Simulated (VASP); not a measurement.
The system is Cs.

```xyz
3
Lattice="8.5460 0.0000 0.0000 -4.2730 7.4011 0.0000 0.0000 0.0000 5.2387" Properties=species:S:1:pos:R:3 pbc="T T T"
Cs    0.0000    0.0000    0.0000
Cs    0.0000    4.9340    2.6193
Cs    4.2730    2.4670    2.6193
```

This isn't the form of Cs at room conditions, which is bcc.

```yaml
Program: VASP 6.6.1
Task: relaxation of cell and atoms
Functional: PBE
Potentials_or_basis: VASP PAW PBE potentials, release 64 (Cs_sv)
Cutoff: 600 eV
k_mesh: 5 × 5 × 6
Occupations: fermi-dirac, width 0.1 eV
Spin: no spin polarisation
```

At the start: pressure 0.1 GPa; volume 110.45 Å³/atom.

Problem. How do energy, volume and symmetry change on relaxing?

Solution. Over 6 steps the energy falls by 3.5 meV/atom and the volume is 117.69 Å³/atom (+6.6 %); space group P6/mmm (No. 191, to 0.1 Å) before and after.

The path:
| step | energy change (eV) | largest force (eV/Å) | pressure (GPa) | volume (Å³) |
| --- | --- | --- | --- | --- |
| 1 | 0.0000 | 0.0000 | 0.14 | 331.34 |
| 2 | -0.0038 | 0.0000 | 0.10 | 335.83 |
| 3 | -0.0098 | 0.0000 | 0.02 | 349.52 |
| 4 | -0.0102 | 0.0000 | -0.01 | 354.00 |
| 5 | -0.0103 | 0.0000 | -0.01 | 353.77 |
| 6 | -0.0105 | 0.0000 | 0.00 | 353.08 |

Final structure:
```cif
data_structure
_symmetry_space_group_name_H-M 'P 1'
_symmetry_Int_Tables_number 1
_cell_length_a 8.8013
_cell_length_b 8.8013
_cell_length_c 5.2632
_cell_angle_alpha 90.000
_cell_angle_beta 90.000
_cell_angle_gamma 120.000
_cell_volume 353.08
loop_
_atom_site_label
_atom_site_type_symbol
_atom_site_fract_x
_atom_site_fract_y
_atom_site_fract_z
_atom_site_occupancy
Cs1 Cs 0.00000 0.00000 0.00000 1
Cs2 Cs 0.33333 0.66667 0.50000 1
Cs3 Cs 0.66667 0.33333 0.50000 1
```
